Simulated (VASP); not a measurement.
A run of VASP 6.6.1 is set up as follows.

Contents of POSCAR:

```
AlNi2
1.0
    3.9740030242      0.0000000000      0.0000000000
   -1.9870015121      3.4415875737      0.0000000000
    0.0000000000      0.0000000000      4.9042588200
Al Ni
2 4
Direct
    0.3333333300      0.6666666700      0.1898740600
    0.6666666700      0.3333333300      0.8101259400
    0.3333333300      0.6666666700      0.6851100400
    0.6666666700      0.3333333300      0.3148899600
    0.0000000000      0.0000000000      0.5000000000
    0.0000000000      0.0000000000      0.0000000000
```

File INCAR.step1:

```
PREC = Accurate
ENCUT = 520
ISMEAR = 0
SIGMA = 0.1
LREAL = F
LASPH = T
NELM = 100
NBANDS = 32
GGA = PE
ALGO = Normal
EDIFF = 1E-4
LWAVE = T
LCHARG = F
```

Contents of INCAR.step2:

```
PREC = Accurate
ENCUT = 520
EDIFF = 1E-6
ISMEAR = 0
SIGMA = 0.1
LREAL = F
LASPH = T
NELM = 100
ALGO = Normal
ISIF = 2
LWAVE = F
LCHARG = F
METAGGA = R2SCAN
LMIXTAU = T
NBANDS = 32
ISTART = 1
```

Contents of KPOINTS:

```
Automatic mesh
0
Gamma
  12 12 8
```

Potentials or basis: VASP PAW PBE potentials, release 64 (Al, Ni).

The run is started by

```sh
$ cat potpaw_PBE.64/Al/POTCAR potpaw_PBE.64/Ni/POTCAR > POTCAR
$ cp INCAR.step1 INCAR
$ mpirun -np 1 vasp_std > vasp.out
$ cp INCAR.step2 INCAR
$ mpirun -np 1 vasp_std > vasp.out
```

Question: Predict the band gap on the k mesh.

Answer: Zero (bands 23 and 24 overlap by 4.41 eV).

Question: Estimate the pressure.

Answer: 0.7 GPa.

Question: What does it give for the largest force?

Answer: 0.004 eV/Å.

Stress tensor (GPa, compression positive):
```
0.69 0.00 0.00
0.00 0.69 0.00
0.00 0.00 0.61
```

Caveat: the PAW data sets were made with another functional, which shifts forces and pressure a little. Spin polarisation is off, so any magnetic state and its effect on volume and gap are missing.
